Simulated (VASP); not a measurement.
# Ti3Al4Ni (P4/mmm) in VASP: single point with PBE

Aim: the single point of Ti3Al4Ni with PBE.

All numbers are computed with VASP 6.6.1; they aren't measurements. Logs are shortened: lines on timing, memory, paths and dates and some standing lists are left out, and cuts for length are marked.

## (1) The cell of the first run

The structure is tetragonal, space group P4/mmm (No. 123). The conventional cell has a = 6.276 Å, b = 6.276 Å, c = 3.092 Å, α = 90.00°, β = 90.00°, γ = 90.00°. Ti (site symmetry mmm) has 8 Al at 2.71 Å and 4 Ti at 3.09 to 3.14 Å and 2 Ni at 3.14 Å within 3.6 Å. Within 3.8 Å of Ti (site symmetry 4/mmm) lie 8 Al at 2.90 Å and 6 Ti at 3.09 to 3.14 Å. Al (site symmetry m2m) has 2 Ni at 2.51 Å and 6 Ti at 2.71 to 2.90 Å and 4 Al at 2.81 to 3.09 Å within 3.3 Å. Ni (site symmetry 4/mmm) has 8 Al at 2.51 Å and 2 Ni at 3.09 Å and 4 Ti at 3.14 Å within 3.3 Å.

## (2) Single point, PBE

Contents of INCAR:

```
SYSTEM = Ti3Al4Ni
ALGO     = All            ! electronic algorithm
EDIFF    = 1E-6           ! SCF threshold, eV
ENCUT    = 550            ! plane-wave cutoff, eV
GGA      = PE             ! functional
GGA_COMPAT= .False.      
ISEARCH  = 1            
ISIF     = 2              ! what is computed and relaxed
ISMEAR   = 0              ! smearing method
KPAR     = 4            
LASPH    = .True.         ! aspherical terms in the spheres
LCHARG   = .False.        ! write CHGCAR
LREAL    = .False.        ! projectors in reciprocal space
LWAVE    = .False.        ! write WAVECAR
NBANDS   = 39             ! bands
NELM     = 300            ! most SCF steps
PREC     = Accurate       ! precision mode
SIGMA    = 0.1            ! smearing width, eV
```

Contents of KPOINTS:

```
k-points
0
Gamma
  6 6 12
  0 0 0
```

Contents of POSCAR:

```
Ti3Al4Ni
1.0
    6.2763724000      0.0000000000      0.0000000000
    0.0000000000      6.2763724000      0.0000000000
    0.0000000000      0.0000000000      3.0917412000
Ti Al Ni
3 4 1
Direct
    0.5000000000      0.0000000000      0.5000000000
    0.5000000000      0.5000000000      0.5000000000
    0.0000000000      0.5000000000      0.5000000000
    0.2234760000      0.7765240000      0.0000000000
    0.2234760000      0.2234760000      0.0000000000
    0.7765240000      0.7765240000      0.0000000000
    0.7765240000      0.2234760000      0.0000000000
    0.0000000000      0.0000000000      0.5000000000
```

Potentials or basis: VASP PAW PBE potentials, release 64 (Ti_sv, Al, Ni).

On the command line:

```bash
> cat potpaw_PBE.64/Ti_sv/POTCAR potpaw_PBE.64/Al/POTCAR potpaw_PBE.64/Ni/POTCAR > POTCAR
> mpirun -np 4 vasp_std > vasp.out
```

OUTCAR:

```text
SYSTEM = Ti3Al4Ni
   EDIFF = 1E-6
   ENCUT = 550
   GGA = PE
   ISIF = 2
   ISMEAR = 0
   LASPH = .True.
   LREAL = .False.
   NELM = 300
   PREC = Accurate

 ion  position               nearest neighbor table
   1  0.500  0.000  0.500-   4 2.71   5 2.71   6 2.71   7 2.71   4 2.71   5 2.71   6 2.71   7 2.71

   2  0.500  0.500  0.500-   4 2.90   5 2.90   6 2.90   7 2.90   4 2.90   5 2.90   6 2.90   7 2.90

   3  0.000  0.500  0.500-   4 2.71   5 2.71   6 2.71   7 2.71   4 2.71   5 2.71   6 2.71   7 2.71

   4  0.223  0.777  0.000-   8 2.51   8 2.51   1 2.71   1 2.71   3 2.71   3 2.71   5 2.81   6 2.81
                             2 2.90   2 2.90
   5  0.223  0.223  0.000-   8 2.51   8 2.51   1 2.71   1 2.71   3 2.71   3 2.71   4 2.81   7 2.81
                             2 2.90   2 2.90
   6  0.777  0.777  0.000-   8 2.51   8 2.51   1 2.71   1 2.71   3 2.71   3 2.71   4 2.81   7 2.81
                             2 2.90   2 2.90
   7  0.777  0.223  0.000-   8 2.51   8 2.51   1 2.71   1 2.71   3 2.71   3 2.71   5 2.81   6 2.81
                             2 2.90   2 2.90
   8  0.000  0.000  0.500-   4 2.51   5 2.51   6 2.51   7 2.51   4 2.51   5 2.51   6 2.51   7 2.51

  LATTYP: Found a simple tetragonal cell.
 ALAT       =     6.2763724000
 C/A-ratio  =     0.4926000248

  Lattice vectors:

 A1 = (   6.2763724000,   0.0000000000,   0.0000000000)
 A2 = (   0.0000000000,   6.2763724000,   0.0000000000)
 A3 = (   0.0000000000,   0.0000000000,   3.0917412000)

Analysis of symmetry for initial positions (statically):
=====================================================================
 Subroutine PRICEL returns:
 Original cell was already a primitive cell.

 Routine SETGRP: Setting up the symmetry group for a
 simple tetragonal supercell.

 Subroutine GETGRP returns: Found 16 space group operations
 (whereof 16 operations were pure point group operations)
 out of a pool of 16 trial point group operations.

The static configuration has the point symmetry D_4h.

Analysis of symmetry for dynamics (positions and initial velocities):
=====================================================================
 Subroutine PRICEL returns:
 Original cell was already a primitive cell.

 Routine SETGRP: Setting up the symmetry group for a
 simple tetragonal supercell.

 Subroutine GETGRP returns: Found 16 space group operations
 (whereof 16 operations were pure point group operations)
 out of a pool of 16 trial point group operations.

The dynamic configuration has the point symmetry D_4h.

 Subroutine INISYM returns: Found 16 space group operations
[... 109 lines left out ...]
   EDIFF  = 0.1E-05   stopping-criterion for ELM
   LREAL  =      F    real-space projection
   EDIFFG = 0.1E-04   stopping-criterion for IOM
   NSW    =      0    number of steps for IOM
   IBRION =     -1    ionic relax: 0-MD 1-quasi-New 2-CG
   NFREE  =      0    steps in history (QN), initial steepest desc. (CG)
   ISIF   =      2    stress and relaxation
   ISYM   =      2    0-nonsym 1-usesym 2-fastsym
   POTIM  = 0.5000    time-step for ionic-motion
   TEBEG  =    0.0;   TEEND  =   0.0 temperature during run
   PSTRESS=    0.0 pullay stress
   NELECT =      58.0000    total number of electrons
   NUPDOWN=      -1.0000    fix difference up-down
   EMIN   =  10.00;   EMAX   =-10.00  energy-range for DOS
   EFERMI =   0.00;   METHOD = LEGACY
   ISMEAR =     0;   SIGMA  =   0.10  broadening in eV -4-tet -1-fermi 0-gaus
   EFERMI_NEDOS =   21; number of points for ismear=-14 and -15
   IALGO  =     58    algorithm
   IMIX   =      4    mixing-type and parameters
     AMIX     =   0.40;   BMIX     =  1.00
     AMIX_MAG =   1.60;   BMIX_MAG =  1.00
  volume/ion in A,a.u.               =      15.22       102.74
  Fermi-wavevector in a.u.,A,eV,Ry     =   1.278431  2.415884 22.237171  1.634386
  Thomas-Fermi vector in A             =   2.410974
   LORBIT       =      0    0 simple, 1 ext, 2 COOP (PROOUT), +10 PAW based schemes
   GGA     = PE    functional components
   LHFCALC =     F    Hartree Fock is set to
   AEXX    =    0.0000 exact exchange contribution
   IVDW    =     0    specifies the selected vdW correction
   LEPSILON=     F    determine dielectric tensor
   LRPA    =     F    only Hartree local field effects (RPA)
 non-spin polarized calculation
 Gauss-broadening in eV      SIGMA  =   0.10
  energy-cutoff  :      550.00
  volume of cell :      121.79
 maximum number of plane-waves:      3616
   NGX = 25   NGY = 25   NGZ = 11

 number of electron      58.0000000 magnetization

 Free energy of the ion-electron system (eV)
  ---------------------------------------------------
  ext. energy  EPLUGINS =         0.00000000
  ---------------------------------------------------
  free energy    TOTEN  =       -47.31352792 eV

  energy without entropy =      -47.29900421  energy(sigma->0) =      -47.30626606

 E-fermi :   8.7120     XC(G=0): -11.2181

 val. band max:        8.6997201367   @ k =   0.3333   0.3333   0.1667
 cond. band min:       8.7317584449   @ k =   0.5000   0.5000   0.5000
 fundamental gap:      0.0320383081
 Fermi energy:         8.7120122552

 k-point     1 :       0.0000    0.0000    0.0000
  band No.  band energies     occupation
      1     -48.2651      2.00000
      2     -48.0187      2.00000
      3     -48.0185      2.00000
      4     -24.5418      2.00000
      5     -24.5418      2.00000
      6     -24.4543      2.00000
[... 997 lines left out ...]
     38      10.7898      0.00000
     39      11.9251      0.00000

 [... further k-points ...]
[... 5 lines left out ...]
  --------------------------------------------------------------------------------------
  -------------------------------------------------------------------------------------
  Total        0.0046876      0.0046876     -0.0303804      0.0000000      0.0000000      0.0000000
  in kB        0.0616649      0.0616649     -0.3996528      0.0000000      0.0000000      0.0000000
  external PRESSURE =      -0.0921076 kB  Pullay stress =       0.0000000 kB

 VOLUME and BASIS-vectors are now :
 -----------------------------------------------------------------------------
  energy-cutoff  :      550.00
  volume of cell :      121.79
      direct lattice vectors                 reciprocal lattice vectors
     6.276372400  0.000000000  0.000000000     0.159327703  0.000000000  0.000000000
     0.000000000  6.276372400  0.000000000     0.000000000  0.159327703  0.000000000
     0.000000000  0.000000000  3.091741200     0.000000000  0.000000000  0.323442337

 POSITION                                       TOTAL-FORCE (eV/Angst)
 -----------------------------------------------------------------------------------
      3.13819      0.00000      1.54587         0.000000      0.000000     -0.000000
      3.13819      3.13819      1.54587         0.000000      0.000000     -0.000000
      0.00000      3.13819      1.54587         0.000000      0.000000     -0.000000
      1.40262      4.87375      0.00000         0.003435     -0.003435      0.000000
      1.40262      1.40262      0.00000         0.003435      0.003435     -0.000000
      4.87375      4.87375      0.00000        -0.003435     -0.003435     -0.000000
      4.87375      1.40262      0.00000        -0.003435      0.003435     -0.000000
      0.00000      0.00000      1.54587         0.000000      0.000000     -0.000000
 -----------------------------------------------------------------------------------
    total drift:                                0.000000      0.000000     -0.000000

  FREE ENERGIE OF THE ION-ELECTRON SYSTEM (eV)
  ---------------------------------------------------
  free  energy   TOTEN  =       -47.3135279215 eV

  energy  without entropy=      -47.2990007227  energy(sigma->0) =      -47.30626432
```

OSZICAR:

```text
N       E                     dE             d eps       ncg     rms           ort
DAV:   1     0.620318072672E+03    0.62032E+03   -0.29143E+04  2730   0.180E+03
DAV:   2     0.219037430027E+02   -0.59841E+03   -0.58417E+03  2730   0.494E+02
DAV:   3    -0.451662846945E+02   -0.67070E+02   -0.65002E+02  2730   0.150E+02
DAV:   4    -0.536950715070E+02   -0.85288E+01   -0.84282E+01  2730   0.435E+01
DAV:   5    -0.541554554294E+02   -0.46038E+00   -0.46011E+00  2730   0.863E+00
SDA:   6    -0.242315529736E+02    0.29924E+02   -0.46011E+00  2730   0.231E+03   0.000E+00
CGA:   7    -0.399604729920E+02   -0.15729E+02   -0.18981E+02  2730   0.678E+02  -0.249E+02
CGA:   8    -0.445828672915E+02   -0.46224E+01   -0.46302E+01  2730   0.104E+02   0.152E+00
CGA:   9    -0.461148121982E+02   -0.15319E+01   -0.15038E+01  2730   0.882E+01  -0.200E+00
CGA:  10    -0.467615776443E+02   -0.64677E+00   -0.72501E+00  2730   0.345E+01  -0.411E+00
CGA:  11    -0.470424820027E+02   -0.28090E+00   -0.27181E+00  2730   0.856E+00   0.581E-01
CGA:  12    -0.471526322487E+02   -0.11015E+00   -0.11005E+00  2730   0.994E+00  -0.836E-04
[... 31 lines left out ...]
CGA:  44    -0.473135272851E+02   -0.11909E-05   -0.11903E-05  2730   0.663E-05  -0.139E-06
CGA:  45    -0.473135279215E+02   -0.63640E-06   -0.64809E-06  2730   0.489E-05   0.260E-06
   1 F= -.47313528E+02 E0= -.47306264E+02  d E =-.145272E-01
```

stdout:

```text
POSCAR found type information on POSCAR TiAlNi
 POSCAR found :  3 types and       8 ions
 scaLAPACK will be used
 LDA part: xc-table for (Slater+PW92), standard interpolation
 POSCAR, INCAR and KPOINTS ok, starting setup
 FFT: planning ... GRIDC
[... 81 lines left out ...]
 gam= 0.553 trial= 0.290  step=  0.3402 mean=  0.2899
 gam= 1.067 g(H,U,f)=  0.468E-05 0.392E-05 0.423E-06 ort(H,U,f) = 0.176E-05-0.197E-05-0.137E-06
 gam= 1.067 trial= 0.295  step=  0.2753 mean=  0.2950
 gam= 0.735 g(H,U,f)=  0.421E-05 0.235E-05 0.705E-07 ort(H,U,f) = 0.863E-06-0.107E-05 0.631E-07
 gam= 0.735 trial= 0.293  step=  0.1986 mean=  0.2930
 gam= 0.738 g(H,U,f)=  0.328E-05 0.147E-05 0.148E-06 ort(H,U,f) = 0.109E-05-0.696E-06-0.137E-06
 gam= 0.738 trial= 0.284  step=  0.3266 mean=  0.2835
 final diagonalization occupied
```

Run time: 3.1 min. Hardware: 4 MPI ranks of Intel Xeon Platinum 8259CL at 2.50GHz (Skylake/Cascade Lake), shared host; peak memory 0.75 GiB.

What came out:

- Free energy: -47.3135 eV
- Pressure: 0.0 GPa
- Largest force: 0.005 eV/Å
- Band gap on the k mesh: zero (bands 29 and 30 overlap by 0.96 eV)

Forces on the atoms (eV/Å):
```
Ti   0.000  0.000  0.000
Ti   0.000  0.000  0.000
Ti   0.000  0.000  0.000
Al   0.003 -0.003  0.000
Al   0.003  0.003  0.000
Al  -0.003 -0.003  0.000
Al  -0.003  0.003  0.000
Ni   0.000  0.000  0.000
```

Spin polarisation is off, so any magnetic state and its effect on volume and gap are missing.

The gap in the log of VASP goes by the Fermi energy; the results here count the filled bands.